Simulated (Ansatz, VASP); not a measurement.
**TaGe3W2: VASP beside Ansatz**

File INCAR:

```
ALGO = Normal
EDIFF = 1E-6
ENCUT = 520
GGA = PE
ISIF = 2
ISMEAR = 0
LASPH = True
LCHARG = False
LREAL = False
LWAVE = False
NBANDS = 50
NELM = 80
PREC = Accurate
SIGMA = 0.1
```

The input KPOINTS:

```
k-points
0
Gamma
  4 4 2
```

POSCAR

```
TaGe3W2
1.0
    3.8035891200      0.0000000000      0.0000000000
    0.0000000000      3.8035891200      0.0000000000
    0.0000000000      0.0000000000      8.8046840400
Ta Ge W
1 3 2
Direct
    0.0000000000      0.0000000000      0.0000000000
    0.0000000000      0.0000000000      0.2580289000
    0.0000000000      0.0000000000      0.7419711000
    0.5000000000      0.5000000000      0.0000000000
    0.0000000000      0.0000000000      0.5000000000
    0.5000000000      0.5000000000      0.5000000000
```

Input for Ansatz:

```yaml
crystal:
  lattice:
    - [3.80358912, 0.0, 0.0]
    - [0.0, 3.80358912, 0.0]
    - [0.0, 0.0, 8.80468404]
  atoms:
    - { symbol: Ta, position: [0.0, 0.0, 0.0] }
    - { symbol: Ge, position: [0.0, 0.0, 0.2580289] }
    - { symbol: Ge, position: [0.0, 0.0, 0.7419711] }
    - { symbol: Ge, position: [0.5, 0.5, 0.0] }
    - { symbol: W, position: [0.0, 0.0, 0.5] }
    - { symbol: W, position: [0.5, 0.5, 0.5] }
basis:
  ecutwfc: 420
kpoints:
  mp_grid: { grid: [4, 4, 2] }
hamiltonian:
  xc: pbe
scf:
  occupations: { method: gaussian, width: 0.1 }
  lower_state_search: "off"
output:
  forces: true
  stress: true
  eigenvalues: true
```

Alike in both runs: task single point; functional PBE; k mesh 4 × 4 × 2; occupations gaussian, width 0.1 eV; no spin polarisation.

|  | VASP | Ansatz |
| --- | --- | --- |
| version | VASP 6.6.1 | Ansatz 0.2.0 |
| potentials or method | VASP PAW PBE potentials, release 64 (Ta_pv, Ge_d, W_sv), cutoff 520 eV | scalar-relativistic, plane waves, PAW |
| valence electrons in the cell | 81 | 83 |

|  | VASP | Ansatz | Ansatz less VASP |
| --- | --- | --- | --- |
| gap on the k mesh at the Fermi level (eV) | none | none | - |
| pressure (GPa) | 14.8 | 14.5 | -0.32 |
| traceless stress, the component that is largest in VASP (GPa) | 53.33 | 53.03 | -0.303 |
| rms of the force components (eV/Å) | 0.974 | 0.935 | -0.0392 |

Atom by atom the forces differ by 0.039 eV/Å (rms over components). A gap of «none» marks a metal or a gap that the smearing closes. VASP's potentials hold 81 valence electrons a cell and Ansatz's 83, so a difference there can come from the potentials and not from the codes.

The k mesh is coarse, so the values compare programs but aren't converged. Neither program's run includes spin-orbit coupling.
